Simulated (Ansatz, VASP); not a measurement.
Two plane-wave programs on InSb

The input INCAR:

```
SYSTEM = InSb
  ALGO = Normal
  EDIFF = 1E-7
  ENCUT = 520
  GGA = PE
  ISIF = 2
  ISMEAR = 0
  LASPH = .True.
  LCHARG = .True.
  LELF = .True.
  LREAL = .False.
  LVHAR = .True.
  LWAVE = .False.
  NBANDS = 16
  NELM = 60
  PREC = Accurate
  SIGMA = 0.15
```

File KPOINTS:

```
k-points
0
Gamma
  16 16 16
  0 0 0
```

File POSCAR:

```
InSb
1.0
   -3.1060500000      3.1060500000      1.6177544584
    3.1060500000     -3.1060500000      1.6177544584
    3.1060500000      3.1060500000     -1.6177544584
In Sb
1 1
Direct
    0.2500000000      0.7500000000      0.5000000000
    0.0000000000      0.0000000000      0.0000000000
```

Input for Ansatz:

```yaml
crystal:
  lattice:
    - [-3.10605, 3.10605, 1.6177544584]
    - [3.10605, -3.10605, 1.6177544584]
    - [3.10605, 3.10605, -1.6177544584]
  atoms:
    - { symbol: In, position: [0.25, 0.75, 0.5] }
    - { symbol: Sb, position: [0.0, 0.0, 0.0] }
basis:
  ecutwfc: 420
kpoints:
  mp_grid: { grid: [16, 16, 16] }
hamiltonian:
  xc: pbe
  pseudopotentials: { kind: paw, azcp: { folder: soft_1 } }
scf:
  occupations: { method: gaussian, width: 0.15 }
output:
  forces: true
  stress: true
  eigenvalues: true
```

Alike in both runs: task single point; functional PBE; k mesh 16 × 16 × 16; occupations gaussian, width 0.15 eV; no spin polarisation.

```csv
,VASP,Ansatz
version,VASP 6.6.1,Ansatz 0.2.0
potentials or method,"VASP PAW PBE potentials, release 64 (In_d, Sb), cutoff 520 eV","scalar-relativistic, plane waves, PAW"
valence electrons in the cell,18,28
```

```tsv
	VASP	Ansatz	Ansatz less VASP
gap on the k mesh at the Fermi level (eV)	none	none	-
pressure (GPa)	-3.5	-3.4	+0.05
traceless stress, the component that is largest in VASP (GPa)	1.39	1.40	+0.010
```

A gap of «none» marks a metal or a gap that the smearing closes. VASP's potentials hold 18 valence electrons a cell and Ansatz's 28, so a difference there can come from the potentials and not from the codes.

Spin-orbit coupling is off throughout.
